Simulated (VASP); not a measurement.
# SrTiO3 (I4/mcm) in VASP: single point with PBE

Aim: the single point of SrTiO3 with PBE.

Program: VASP 6.6.1. These are calculated values, not measurements. Logs are shortened: lines on timing, memory, paths and dates and some standing lists are left out, and cuts for length are marked.

**1. The cell of the first run**

It takes space group I4/mcm (No. 140, tetragonal). Conventional cell: a = 5.511 Å, b = 5.511 Å, c = 7.796 Å, α = 90.00°, β = 90.00°, γ = 90.00°. Sr (site symmetry -42m) has 12 O at 2.73 to 2.78 Å and 8 Ti at 3.38 Å within 3.6 Å. O (site symmetry 422) has 2 Ti at 1.95 Å within 2.6 Å. O (site symmetry m2m) has 2 Ti at 1.95 Å within 2.6 Å. Ti (site symmetry 4/m) has 6 O at 1.95 Å within 2.6 Å.

**2. Single point, PBE**

Contents of INCAR:

```
PREC = Accurate
ENCUT = 520
EDIFF = 1E-6
ISMEAR = 0
SIGMA = 0.02
LREAL = False
LASPH = True
NELM = 100
ALGO = Normal
ISIF = 2
LWAVE = False
LCHARG = False
GGA = PE
NBANDS = 51
ISYM = 0
```

Contents of KPOINTS:

```
Automatic mesh
0
Gamma
  4 4 5
```

Contents of POSCAR:

```
SrTiO3
1.0
   -2.7555000000      2.7555000000      3.8980000000
    2.7555000000     -2.7555000000      3.8980000000
    2.7555000000      2.7555000000     -3.8980000000
Sr O Ti
2 6 2
Direct
    0.7500000000      0.2500000000      0.5000000000
    0.2500000000      0.7500000000      0.5000000000
    0.2500000000      0.2500000000      0.0000000000
    0.7500000000      0.7500000000      0.0000000000
    0.7451000000      0.2451000000      0.9902000000
    0.2451000000      0.2549000000      0.5000000000
    0.2549000000      0.7549000000      0.0098000000
    0.7549000000      0.7451000000      0.5000000000
    0.0000000000      0.0000000000      0.0000000000
    0.5000000000      0.5000000000      0.0000000000
```

Potentials or basis: VASP PAW PBE potentials, release 64 (Sr_sv, O, Ti_sv).

Command:

```
cat potpaw_PBE.64/Sr_sv/POTCAR potpaw_PBE.64/O/POTCAR potpaw_PBE.64/Ti_sv/POTCAR > POTCAR
mpirun -np 1 vasp_std > vasp.out
```

OUTCAR:

```text
PREC = Accurate
   ENCUT = 520
   EDIFF = 1E-6
   ISMEAR = 0
   LREAL = False
   LASPH = True
   NELM = 100
   ISIF = 2
   GGA = PE
   ISYM = 0

 ion  position               nearest neighbor table
   1  0.750  0.250  0.500-   6 2.73   7 2.73   8 2.73   5 2.73   3 2.76   4 2.76   4 2.76   3 2.76
                             5 2.78   7 2.78   6 2.78   8 2.78   9 3.38  10 3.38   9 3.38   9 3.38
   2  0.250  0.750  0.500-   5 2.73   6 2.73   8 2.73   7 2.73   3 2.76   4 2.76   3 2.76   4 2.76
                             7 2.78   6 2.78   8 2.78   5 2.78  10 3.38   9 3.38  10 3.38  10 3.38
   3  0.250  0.250  0.000-   9 1.95  10 1.95   1 2.76   2 2.76   2 2.76   1 2.76
   4  0.750  0.750  0.000-   9 1.95  10 1.95   1 2.76   2 2.76   1 2.76   2 2.76
   5  0.745  0.245  0.990-   9 1.95  10 1.95   2 2.73   1 2.73   1 2.78   2 2.78
   6  0.245  0.255  0.500-  10 1.95   9 1.95   1 2.73   2 2.73   1 2.78   2 2.78
   7  0.255  0.755  0.010-   9 1.95  10 1.95   1 2.73   2 2.73   2 2.78   1 2.78
   8  0.755  0.745  0.500-   9 1.95  10 1.95   1 2.73   2 2.73   1 2.78   2 2.78
   9  0.000  0.000  0.000-   5 1.95   6 1.95   7 1.95   8 1.95   3 1.95   4 1.95   1 3.38   2 3.38
                             1 3.38   1 3.38   2 3.38   2 3.38   1 3.38   2 3.38
  10  0.500  0.500  0.000-   5 1.95   7 1.95   8 1.95   6 1.95   3 1.95   4 1.95   1 3.38   2 3.38
                             2 3.38   1 3.38   2 3.38   1 3.38   2 3.38   1 3.38

IMPORTANT INFORMATION: All symmetrisations will be switched off!
NOSYMM: (Re-)initialisation of all symmetry stuff for point group C_1.

----------------------------------------------------------------------------------------

                                     Primitive cell

  volume of cell :     118.3866

  direct lattice vectors                    reciprocal lattice vectors
    -2.755500000  2.755500000  3.898000000     0.000000000  0.181455271  0.128270908
     2.755500000 -2.755500000  3.898000000     0.181455271  0.000000000  0.128270908
     2.755500000  2.755500000 -3.898000000     0.181455271  0.181455271  0.000000000

  length of vectors
     5.511802291  5.511802291  5.511802291     0.222214854  0.222214854  0.256616506

  position of ions in fractional coordinates (direct lattice)
     0.750000000  0.250000000  0.500000000
     0.250000000  0.750000000  0.500000000
     0.250000000  0.250000000  0.000000000
     0.750000000  0.750000000  0.000000000
     0.745100000  0.245100000  0.990200000
     0.245100000  0.254900000  0.500000000
     0.254900000  0.754900000  0.009800000
     0.754900000  0.745100000  0.500000000
     0.000000000  0.000000000  0.000000000
     0.500000000  0.500000000  0.000000000

  ion indices of the primitive-cell ions
   primitive index   ion index
                 1           1
                 2           2
                 3           3
                 4           4
                 5           5
                 6           6
                 7           7
                 8           8
                 9           9
                10          10

----------------------------------------------------------------------------------------

 KPOINTS: Automatic mesh

Automatic generation of k-mesh.
 Grid dimensions read from file:
 generate k-points for:    4    4    5

 Generating k-lattice:

  Cartesian coordinates                     Fractional coordinates (reciprocal lattice)
     0.000000000  0.045363818  0.032067727     0.250000000  0.000000000 -0.000000000
     0.045363818  0.000000000  0.032067727     0.000000000  0.250000000 -0.000000000
     0.036291054  0.036291054  0.000000000     0.000000000  0.000000000  0.200000000

  Length of vectors
     0.055553714  0.055553714  0.051323301

  Shift w.r.t. Gamma in fractional coordinates (k-lattice)
     0.000000000  0.000000000  0.000000000

 -----------------------------------------------------------------------------
|                                                                             |
|           W    W    AA    RRRRR   N    N  II  N    N   GGGG   !!!           |
|           W    W   A  A   R    R  NN   N  II  NN   N  G    G  !!!           |
|           W    W  A    A  R    R  N N  N  II  N N  N  G       !!!           |
|           W WW W  AAAAAA  RRRRR   N  N N  II  N  N N  G  GGG   !            |
|           WW  WW  A    A  R   R   N   NN  II  N   NN  G    G                |
|           W    W  A    A  R    R  N    N  II  N    N   GGGG   !!!           |
|                                                                             |
|     Your reciprocal lattice and k-lattice belong to different lattice       |
|     classes:                                                                |
|                                                                             |
|        The reciprocal lattice is body-centered tetragonal,                  |
|        whereas your k-lattice is base-centered monoclinic.                  |
|                                                                             |
|     Results are often still useful ...                                      |
|                                                                             |
 -----------------------------------------------------------------------------

 WARNING: IBZKPT: internal override: KBLOWUP is changed to .FALSE.
      ... skipping the blow-up phase ...

 Subroutine IBZKPT returns following result:
 ===========================================

 Found     42 irreducible k-points:

 Following reciprocal coordinates:
            Coordinates               Weight
  0.000000  0.000000  0.000000      1.000000
  0.250000 -0.000000  0.000000      2.000000
  0.500000 -0.000000  0.000000      1.000000
 -0.000000  0.250000  0.000000      2.000000
  0.250000  0.250000  0.000000      2.000000
  0.500000  0.250000  0.000000      2.000000
[... 16 lines left out ...]
  0.000000 -0.250000  0.200000      2.000000
  0.250000 -0.250000  0.200000      2.000000
 [... further k-points ...]
   k-points           NKPTS =     42   k-points in BZ     NKDIM =     42   number of bands    NBANDS=     51
   number of dos      NEDOS =    301   number of ions     NIONS =     10
   total plane-waves  NPLWV =  74088
   dimension x,y,z NGX =    42 NGY =   42 NGZ =   42
   dimension x,y,z NGXF=    84 NGYF=   84 NGZF=   84
   ions per type =               2   6   2
   NGX,Y,Z   is equivalent  to a cutoff of  12.67, 12.67, 12.67 a.u.
   NGXF,Y,Z  is equivalent  to a cutoff of  25.34, 25.34, 25.34 a.u.
 SYSTEM =  unknown system
   PREC   = accura    normal or accurate (medium, high low for compatibility)
   ISTART =      0    job   : 0-new  1-cont  2-samecut
   ICHARG =      2    charge: 1-file 2-atom 10-const
   ISPIN  =      1    spin polarized calculation?
   LNONCOLLINEAR =      F non collinear calculations
   LSORBIT =      F    spin-orbit coupling
   LASPH  =      T    aspherical Exc in radial PAW
   ENCUT  =  520.0 eV  38.22 Ry    6.18 a.u.  10.25 10.25 10.25*2*pi/ulx,y,z
   NELM   =    100;   NELMIN=  2; NELMDL= -5     # of ELM steps
   EDIFF  = 0.1E-05   stopping-criterion for ELM
   LREAL  =      F    real-space projection
   EDIFFG = 0.1E-04   stopping-criterion for IOM
   NSW    =      0    number of steps for IOM
   IBRION =     -1    ionic relax: 0-MD 1-quasi-New 2-CG
   NFREE  =      0    steps in history (QN), initial steepest desc. (CG)
   ISIF   =      2    stress and relaxation
   ISYM   =      0    0-nonsym 1-usesym 2-fastsym
   POTIM  = 0.5000    time-step for ionic-motion
   TEBEG  =    0.0;   TEEND  =   0.0 temperature during run
   PSTRESS=    0.0 pullay stress
   NELECT =      80.0000    total number of electrons
   NUPDOWN=      -1.0000    fix difference up-down
   EMIN   =  10.00;   EMAX   =-10.00  energy-range for DOS
   EFERMI =   0.00;   METHOD = LEGACY
   ISMEAR =     0;   SIGMA  =   0.02  broadening in eV -4-tet -1-fermi 0-gaus
   EFERMI_NEDOS =   21; number of points for ismear=-14 and -15
   IALGO  =     38    algorithm
   IMIX   =      4    mixing-type and parameters
     AMIX     =   0.40;   BMIX     =  1.00
     AMIX_MAG =   1.60;   BMIX_MAG =  1.00
  volume/ion in A,a.u.               =      11.84        79.89
  Fermi-wavevector in a.u.,A,eV,Ry     =   1.436605  2.714789 28.080152  2.063833
  Thomas-Fermi vector in A             =   2.555774
   LORBIT       =      0    0 simple, 1 ext, 2 COOP (PROOUT), +10 PAW based schemes
   GGA     = PE    functional components
   LHFCALC =     F    Hartree Fock is set to
   AEXX    =    0.0000 exact exchange contribution
   IVDW    =     0    specifies the selected vdW correction
   LEPSILON=     F    determine dielectric tensor
   LRPA    =     F    only Hartree local field effects (RPA)
 non-spin polarized calculation
 Gauss-broadening in eV      SIGMA  =   0.02
  energy-cutoff  :      520.00
  volume of cell :      118.39
 maximum number of plane-waves:      3250
 NGX is ok and might be reduce to    42
   NGX = 21   NGY = 21   NGZ = 21

 number of electron      80.0000002 magnetization

 Free energy of the ion-electron system (eV)
  ---------------------------------------------------
  ext. energy  EPLUGINS =         0.00000000
  ---------------------------------------------------
  free energy    TOTEN  =       -80.12771569 eV

  energy without entropy =      -80.12771569  energy(sigma->0) =      -80.12771569

 E-fermi :   4.4667     XC(G=0): -11.3024

 val. band max:        4.2099181292   @ k =   0.0000   0.0000   0.0000
 cond. band min:       6.0801967665   @ k =   0.0000   0.0000   0.0000
 fundamental gap:      1.8702786373
 Fermi energy:         4.4666609427

 k-point     1 :       0.0000    0.0000    0.0000
  band No.  band energies     occupation
      1     -52.2295      2.00000
      2     -52.2248      2.00000
      3     -28.5538      2.00000
      4     -28.5468      2.00000
      5     -28.5467      2.00000
      6     -28.5466      2.00000
[... 43 lines left out ...]
     50       9.6400      0.00000
     51      10.4817      0.00000
[... 1240 lines left out ...]
     50      11.0115      0.00000
     51      11.1883      0.00000

 [... further k-points ...]

------------------------ aborting loop because EDIFF is reached ----------------------------------------

  FORCE on cell =-STRESS in cart. coord.  units (eV):
  Direction    XX          YY          ZZ          XY          YZ          ZX
  --------------------------------------------------------------------------------------
  -------------------------------------------------------------------------------------
  Total        4.5191570      4.5191505      4.5136041     -0.0020617      0.0008479      0.0008394
  in kB       61.1597016     61.1596128     61.0845513     -0.0279019      0.0114755      0.0113605
  external PRESSURE =      61.1346219 kB  Pullay stress =       0.0000000 kB

 VOLUME and BASIS-vectors are now :
 -----------------------------------------------------------------------------
  energy-cutoff  :      520.00
  volume of cell :      118.39
      direct lattice vectors                 reciprocal lattice vectors
    -2.755500000  2.755500000  3.898000000     0.000000000  0.181455271  0.128270908
     2.755500000 -2.755500000  3.898000000     0.181455271  0.000000000  0.128270908
     2.755500000  2.755500000 -3.898000000     0.181455271  0.181455271  0.000000000

 POSITION                                       TOTAL-FORCE (eV/Angst)
 -----------------------------------------------------------------------------------
     -0.00000      2.75550      1.94900         0.000006      0.000006     -0.000017
      2.75550     -0.00000      1.94900        -0.000006     -0.000003      0.000016
      0.00000      0.00000      1.94900         0.000002      0.000000      0.000012
      0.00000      0.00000      5.84700        -0.000001      0.000002     -0.000014
      1.35075      4.10625      0.00000        -0.010815     -0.010844     -0.000021
      1.40475      1.35075      0.00000         0.010821     -0.010810      0.000001
      1.40475     -1.35075      3.89800         0.010816      0.010848      0.000021
      1.35075      1.40475      3.89800        -0.010823      0.010814     -0.000001
      0.00000      0.00000      0.00000        -0.000017     -0.000014     -0.000037
      0.00000      0.00000      3.89800         0.000018      0.000001      0.000040
 -----------------------------------------------------------------------------------
    total drift:                                0.000002     -0.000011     -0.000002

  FREE ENERGIE OF THE ION-ELECTRON SYSTEM (eV)
  ---------------------------------------------------
  free  energy   TOTEN  =       -80.1277156864 eV

  energy  without entropy=      -80.1277156864  energy(sigma->0) =      -80.12771569
```

Run time: 4.3 min. Hardware: 1 thread of AMD EPYC 7R13 (Zen 3), shared host; peak memory 0.36 GiB.

What came out:

| Property | Result |
| --- | --- |
| Free energy | -80.1277 eV |
| Pressure | 6.1 GPa |
| Largest force | 0.015 eV/Å |
| Band gap on the k mesh | 1.87 eV |

Forces in eV/Å, atoms in the order of the input:
```
Sr   0.000  0.000  0.000
Sr   0.000  0.000  0.000
O    0.000  0.000  0.000
O    0.000  0.000  0.000
O   -0.011 -0.011  0.000
O    0.011 -0.011  0.000
O    0.011  0.011  0.000
O   -0.011  0.011  0.000
Ti   0.000  0.000  0.000
Ti   0.000  0.000  0.000
```

Caveat: the cell stands under pressure; an odd mesh through Γ misses points on the zone boundary, where band edges can lie.
